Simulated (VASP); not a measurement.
KI:

```xyz
2
Lattice="0.0000 3.5446 3.5446 3.5446 0.0000 3.5446 3.5446 3.5446 0.0000" Properties=species:S:1:pos:R:3 pbc="T T T"
K     0.0000    0.0000    0.0000
I     3.5446    3.5446    3.5446
```

Program: VASP 6.6.1. Alike in all runs: task single point; no spin polarisation; cell as given; cutoff (eV) 520; smearing gaussian 0.01 eV.

Question: Order these runs on this cell by their band gap on the k mesh, lowest first.
A. level LDA; potentials or basis VASP PAW LDA potentials, release 64 (K_sv, I); k mesh 4 × 4 × 4
B. level PBE; potentials or basis VASP PAW PBE potentials, release 64 (K_sv, I); k mesh 6 × 6 × 6
C. level HSE06; potentials or basis VASP PAW PBE potentials, release 64 (K_sv, I); k mesh 4 × 4 × 4; grid for exact exchange (PRECFOCK) Normal; share of exact exchange 0.25; screening parameter 0.2079 1/Å
D. level r2SCAN; potentials or basis VASP PAW PBE potentials, release 64 (K_sv, I); k mesh 4 × 4 × 4

Answer: A (3.59 eV), B (3.94 eV), D (4.58 eV), C (4.93 eV).

Caveats: spin-orbit coupling is left out, which moves the levels of the heavy elements.
